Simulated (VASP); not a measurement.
# FeO (R-3m) in VASP: further runs

FeO is run at these levels: PBE+U; tasks: single point, electric field gradients.

Program: VASP 6.6.1. These are calculated values, not measurements. Logs are shortened: lines on timing, memory, paths and dates and some standing lists are left out, and cuts for length are marked.

**1. The cell of the first run**

It takes space group R-3m (No. 166, trigonal). Conventional cell: a = 3.169 Å, b = 3.169 Å, c = 7.449 Å, α = 90.00°, β = 90.00°, γ = 120.00°. Fe (site symmetry -3m) has 6 O at 2.21 Å within 2.9 Å. O (site symmetry -3m) has 6 Fe at 2.21 Å within 2.9 Å.

**2. Single point, PBE+U, collinear spin, ferromagnetic start**

File INCAR:

```
SYSTEM = FeO
ALGO = Normal
EDIFF = 1E-6
ENCUT = 520
GGA = PE
ISIF = 2
ISMEAR = 0
ISPIN = 2
LASPH = .True.
LCHARG = .False.
LDAU = .True.
LDAUJ = 0 0
LDAUL = 2 -1
LDAUPRINT = 1
LDAUTYPE = 2
LDAUU = 5.3 0
LMAXMIX = 4
LORBIT = 11
LREAL = .False.
LWAVE = .False.
MAGMOM = 3.9 0.17
NBANDS = 18
NELM = 150
PREC = Accurate
SIGMA = 0.02
```

File KPOINTS:

```
k-points
0
Gamma
  12 12 12
  0 0 0
```

File POSCAR:

```
FeO
1.0
    1.5844211471      0.9147659758      2.4830502299
   -1.5844211471      0.9147659758      2.4830502299
    0.0000000000     -1.8295319515      2.4830502299
Fe O
1 1
Direct
    0.0000000000      0.0000000000      0.0000000000
    0.5000000000      0.5000000000      0.5000000000
```

Potentials or basis: VASP PAW PBE potentials, release 64 (Fe, O).

Launch:

```bash
cat potpaw_PBE.64/Fe/POTCAR potpaw_PBE.64/O/POTCAR > POTCAR
mpirun -np 1 vasp_std > vasp.out
```

OUTCAR:

```text
SYSTEM = FeO
   EDIFF = 1E-6
   ENCUT = 520
   GGA = PE
   ISIF = 2
   ISMEAR = 0
   ISPIN = 2
   LASPH = .True.
   LORBIT = 11
   LREAL = .False.
   NELM = 150
   PREC = Accurate

 ion  position               nearest neighbor table
   1  0.000  0.000  0.000-   2 2.21   2 2.21   2 2.21   2 2.21   2 2.21   2 2.21
   2  0.500  0.500  0.500-   1 2.21   1 2.21   1 2.21   1 2.21   1 2.21   1 2.21

  LATTYP: Found a trigonal (rhomboedric) cell.
 ALAT       =     3.0842706765
 COS(alpha) =     0.4722037668

  Lattice vectors:

 A1 = (   1.5844211471,   0.9147659758,   2.4830502299)
 A2 = (  -1.5844211471,   0.9147659758,   2.4830502299)
 A3 = (   0.0000000000,  -1.8295319515,   2.4830502299)

Analysis of symmetry for initial positions (statically):
=====================================================================
 Subroutine PRICEL returns:
 Original cell was already a primitive cell.

 Routine SETGRP: Setting up the symmetry group for a
 trigonal (rhombohedral) supercell.

 Subroutine GETGRP returns: Found 12 space group operations
 (whereof 12 operations were pure point group operations)
 out of a pool of 12 trial point group operations.

The static configuration has the point symmetry D_3d.

Analysis of symmetry for dynamics (positions and initial velocities):
=====================================================================
 Subroutine PRICEL returns:
 Original cell was already a primitive cell.

 Routine SETGRP: Setting up the symmetry group for a
 trigonal (rhombohedral) supercell.

 Subroutine GETGRP returns: Found 12 space group operations
 (whereof 12 operations were pure point group operations)
 out of a pool of 12 trial point group operations.

The dynamic configuration has the point symmetry D_3d.

Analysis of structural, dynamic, and magnetic symmetry:
=====================================================================
 Subroutine PRICEL returns:
 Original cell was already a primitive cell.

 Routine SETGRP: Setting up the symmetry group for a
 trigonal (rhombohedral) supercell.

 Subroutine GETGRP returns: Found 12 space group operations
 (whereof 12 operations were pure point group operations)
 out of a pool of 12 trial point group operations.

The overall configuration has the point symmetry D_3d.

 Subroutine INISYM returns: Found 12 space group operations
 (whereof 12 operations are pure point group operations),
 and found     1 'primitive' translations

----------------------------------------------------------------------------------------

                                     Primitive cell

  volume of cell :      21.5932

  direct lattice vectors                    reciprocal lattice vectors
     1.584421147  0.914765976  2.483050230     0.315572663  0.182195962  0.134243492
    -1.584421147  0.914765976  2.483050230    -0.315572663  0.182195962  0.134243492
     0.000000000 -1.829531951  2.483050230     0.000000000 -0.364391923  0.134243492

  length of vectors
     3.084270677  3.084270677  3.084270676     0.388333348  0.388333348  0.388333348

  position of ions in fractional coordinates (direct lattice)
     0.000000000  0.000000000  0.000000000
     0.500000000  0.500000000  0.500000000

  ion indices of the primitive-cell ions
   primitive index   ion index
                 1           1
                 2           2

----------------------------------------------------------------------------------------

 KPOINTS: k-points

Automatic generation of k-mesh.
 Grid dimensions read from file:
[... 64 lines left out ...]
   NELM   =    150;   NELMIN=  2; NELMDL= -5     # of ELM steps
   EDIFF  = 0.1E-05   stopping-criterion for ELM
   LREAL  =      F    real-space projection
   EDIFFG = 0.1E-04   stopping-criterion for IOM
   NSW    =      0    number of steps for IOM
   IBRION =     -1    ionic relax: 0-MD 1-quasi-New 2-CG
   NFREE  =      0    steps in history (QN), initial steepest desc. (CG)
   ISIF   =      2    stress and relaxation
   ISYM   =      2    0-nonsym 1-usesym 2-fastsym
   POTIM  = 0.5000    time-step for ionic-motion
   TEBEG  =    0.0;   TEEND  =   0.0 temperature during run
   PSTRESS=    0.0 pullay stress
   NELECT =      14.0000    total number of electrons
   NUPDOWN=      -1.0000    fix difference up-down
   EMIN   =  10.00;   EMAX   =-10.00  energy-range for DOS
   EFERMI =   0.00;   METHOD = LEGACY
   ISMEAR =     0;   SIGMA  =   0.02  broadening in eV -4-tet -1-fermi 0-gaus
   EFERMI_NEDOS =   21; number of points for ismear=-14 and -15
   IALGO  =     38    algorithm
   IMIX   =      4    mixing-type and parameters
     AMIX     =   0.40;   BMIX     =  1.00
     AMIX_MAG =   1.60;   BMIX_MAG =  1.00
  volume/ion in A,a.u.               =      10.80        72.86
  Fermi-wavevector in a.u.,A,eV,Ry     =   1.416919  2.677589 27.315868  2.007660
  Thomas-Fermi vector in A             =   2.538203
   LORBIT       =     11    0 simple, 1 ext, 2 COOP (PROOUT), +10 PAW based schemes
 LDA+U is selected, type is set to LDAUTYPE =  2
   angular momentum for each species LDAUL =     2   -1
   U (eV)           for each species LDAUU =   5.3  0.0
   J (eV)           for each species LDAUJ =   0.0  0.0
   GGA     = PE    functional components
   LHFCALC =     F    Hartree Fock is set to
   AEXX    =    0.0000 exact exchange contribution
   IVDW    =     0    specifies the selected vdW correction
   LEPSILON=     F    determine dielectric tensor
   LRPA    =     F    only Hartree local field effects (RPA)
 spin polarized calculation
 Gauss-broadening in eV      SIGMA  =   0.02
  energy-cutoff  :      520.00
  volume of cell :       21.59
 maximum number of plane-waves:       592
   NGX = 11   NGY = 11   NGZ = 11

atom =   1  type =  1  l = 2

 onsite density matrix

spin component  1

  0.9859 -0.0000 -0.0000 -0.0201  0.0000
 -0.0000  0.9980  0.0000  0.0000 -0.0201
 -0.0000  0.0000  0.9714  0.0000 -0.0000
 -0.0201  0.0000  0.0000  0.9980  0.0000
  0.0000 -0.0201 -0.0000  0.0000  0.9859

spin component  2

  0.2445  0.0000 -0.0000  0.1884  0.0000
  0.0000  0.3016 -0.0000  0.0000  0.1884
 -0.0000 -0.0000  0.0395 -0.0000 -0.0000
  0.1884  0.0000 -0.0000  0.3016 -0.0000
  0.0000  0.1884 -0.0000 -0.0000  0.2445

 occupancies and eigenvectors

  o =  0.0395  v =  0.0000  0.0000  0.0000  0.0000  0.0000  0.0000  0.0000 -1.0000  0.0000 -0.0000      0.0000  0.0000  0.0000  0.0000  0.0000  0.0000  0.0000  0.0000  0.0000  0.0000
  o =  0.0825  v =  0.0000  0.0000  0.0000  0.0000  0.0000 -0.7583  0.0000 -0.0000  0.6519  0.0000      0.0000  0.0000  0.0000  0.0000  0.0000  0.0000  0.0000  0.0000  0.0000  0.0000
  o =  0.0825  v =  0.0000  0.0000  0.0000  0.0000  0.0000  0.0000 -0.6519 -0.0000  0.0000  0.7583      0.0000  0.0000  0.0000  0.0000  0.0000  0.0000  0.0000  0.0000  0.0000  0.0000
  o =  0.4636  v =  0.0000  0.0000  0.0000  0.0000  0.0000  0.0000  0.7583 -0.0000  0.0000  0.6519      0.0000  0.0000  0.0000  0.0000  0.0000  0.0000  0.0000  0.0000  0.0000  0.0000
  o =  0.4636  v =  0.0000  0.0000  0.0000  0.0000  0.0000 -0.6519  0.0000  0.0000 -0.7583 -0.0000      0.0000  0.0000  0.0000  0.0000  0.0000  0.0000  0.0000  0.0000  0.0000  0.0000
  o =  0.9710  v = -0.0000 -0.5971 -0.0000 -0.0000 -0.8021  0.0000  0.0000  0.0000  0.0000  0.0000      0.0000  0.0000  0.0000  0.0000  0.0000  0.0000  0.0000  0.0000  0.0000  0.0000
  o =  0.9710  v =  0.8021 -0.0000 -0.0000  0.5971 -0.0000  0.0000  0.0000  0.0000  0.0000  0.0000      0.0000  0.0000  0.0000  0.0000  0.0000  0.0000  0.0000  0.0000  0.0000  0.0000
  o =  0.9714  v =  0.0000  0.0000 -1.0000  0.0000  0.0000  0.0000  0.0000  0.0000  0.0000  0.0000      0.0000  0.0000  0.0000  0.0000  0.0000  0.0000  0.0000  0.0000  0.0000  0.0000
  o =  1.0130  v =  0.0000 -0.8021 -0.0000 -0.0000  0.5971  0.0000  0.0000  0.0000  0.0000  0.0000      0.0000  0.0000  0.0000  0.0000  0.0000  0.0000  0.0000  0.0000  0.0000  0.0000
  o =  1.0130  v = -0.5971 -0.0000 -0.0000  0.8021  0.0000  0.0000  0.0000  0.0000  0.0000  0.0000      0.0000  0.0000  0.0000  0.0000  0.0000  0.0000  0.0000  0.0000  0.0000  0.0000

 number of electron      13.9999994 magnetization       4.0011706

 Free energy of the ion-electron system (eV)
  ---------------------------------------------------
  ext. energy  EPLUGINS =         0.00000000
  ---------------------------------------------------
  free energy    TOTEN  =       -12.51367572 eV

  energy without entropy =      -12.51336437  energy(sigma->0) =      -12.51352005

 E-fermi :   5.4913     XC(G=0): -11.7096

 val. band max:        5.4896070930   @ k =   0.4167   0.2500   0.2500
 cond. band min:       5.4949167884   @ k =   0.4167   0.3333   0.3333
 fundamental gap:      0.0053096953
 Fermi energy:         5.4912820947

 spin component 1

 k-point     1 :       0.0000    0.0000    0.0000
  band No.  band energies     occupation
      1     -14.4314      1.00000
      2      -1.2721      1.00000
      3      -1.1279      1.00000
      4      -1.1279      1.00000
      5      -0.8226      1.00000
      6      -0.8226      1.00000
[... 1001 lines left out ...]
     17      31.0532      0.00000
     18      32.4457      0.00000

 [... further k-points ...]

------------------------ aborting loop because EDIFF is reached ----------------------------------------

  FORCE on cell =-STRESS in cart. coord.  units (eV):
  Direction    XX          YY          ZZ          XY          YZ          ZX
  --------------------------------------------------------------------------------------
  -------------------------------------------------------------------------------------
  Total       -1.4098435     -1.4098435     -0.9970637      0.0000000     -0.0000000      0.0000000
  in kB     -104.6078089   -104.6078089    -73.9803042      0.0000000     -0.0000000      0.0000000
  external PRESSURE =     -94.3986407 kB  Pullay stress =       0.0000000 kB

 VOLUME and BASIS-vectors are now :
 -----------------------------------------------------------------------------
  energy-cutoff  :      520.00
  volume of cell :       21.59
      direct lattice vectors                 reciprocal lattice vectors
     1.584421147  0.914765976  2.483050230     0.315572663  0.182195962  0.134243492
    -1.584421147  0.914765976  2.483050230    -0.315572663  0.182195962  0.134243492
     0.000000000 -1.829531951  2.483050230     0.000000000 -0.364391923  0.134243492

 POSITION                                       TOTAL-FORCE (eV/Angst)
 -----------------------------------------------------------------------------------
      0.00000      0.00000      0.00000         0.000000     -0.000000     -0.000000
      0.00000      0.00000      3.72458         0.000000      0.000000      0.000000
 -----------------------------------------------------------------------------------
    total drift:                               -0.000000      0.000000     -0.000000

  FREE ENERGIE OF THE ION-ELECTRON SYSTEM (eV)
  ---------------------------------------------------
  free  energy   TOTEN  =       -12.5136757246 eV

  energy  without entropy=      -12.5133643730  energy(sigma->0) =      -12.51352005

 total charge

# of ion       s       p       d       tot
------------------------------------------
    1        0.275   0.320   6.050   6.646
    2        1.553   3.427   0.000   4.980
--------------------------------------------------
tot          1.828   3.747   6.050  11.626

 magnetization (x)

# of ion       s       p       d       tot
------------------------------------------
    1        0.026   0.019   3.802   3.848
    2        0.017   0.144   0.000   0.161
--------------------------------------------------
tot          0.043   0.163   3.802   4.008
```

Wall time 54 s (1 thread of Intel Xeon 6975P-C (Granite Rapids), shared host); peak memory 0.23 GiB.

Results:

| Quantity | Value |
| --- | --- |
| Free energy | -12.5137 eV |
| Pressure | -9.4 GPa |
| Band gap on the k mesh | zero (filled and empty bands overlap) |
| Net moment | 4.00 μB per cell |
| Site moments | Fe +3.85; O +0.16 μB |
| Valence electrons inside the program's atomic spheres | Fe 6.65; O 4.98 |

Levels at points of the mesh, in eV from the Fermi level:
Spin up:
```csv
k point,band 7,band 8,band 9,band 10,band 11,band 12
"(0.00, 0.00, 0.00)",-3.38,-3.38,-3.13,-0.30,14.43,14.43
"(0.50, 0.00, 0.00)",-4.54,-1.69,-1.65,3.94,7.58,11.89
"(0.50, 0.50, 0.00)",-5.45,-4.55,-4.27,4.57,8.34,9.00
"(0.50, 0.50, 0.50)",-4.73,-1.69,-1.69,3.63,8.18,11.40
```
Spin down:
| k point | band 2 | band 3 | band 4 | band 5 | band 6 | band 7 | band 8 | band 9 |
| --- | --- | --- | --- | --- | --- | --- | --- | --- |
| (0.00, 0.00, 0.00) | -3.07 | -3.07 | -2.83 | -0.91 | -0.91 | 0.43 | 1.87 | 2.21 |
| (0.50, 0.00, 0.00) | -7.43 | -4.48 | -4.04 | 0.29 | 0.38 | 2.73 | 4.08 | 4.10 |
| (0.50, 0.50, 0.00) | -6.38 | -4.23 | -3.94 | -1.55 | 0.40 | 2.38 | 2.74 | 2.95 |
| (0.50, 0.50, 0.50) | -7.09 | -4.37 | -4.37 | 0.16 | 0.16 | 2.75 | 4.12 | 4.20 |

Eigenvalues of the final occupation matrices:
| site | spin | trace | eigenvalues |
| --- | --- | --- | --- |
| site 1 d | 1 | 4.94 | 0.97 0.97 0.97 1.01 1.01 |
| site 1 d | 2 | 1.13 | 0.04 0.08 0.08 0.46 0.46 |

Caveat: a cell with one magnetic atom can't hold antiferromagnetic order, which such compounds often take. The state reached can hang on the start; a lower one may exist.

[end of part 1 of 2]
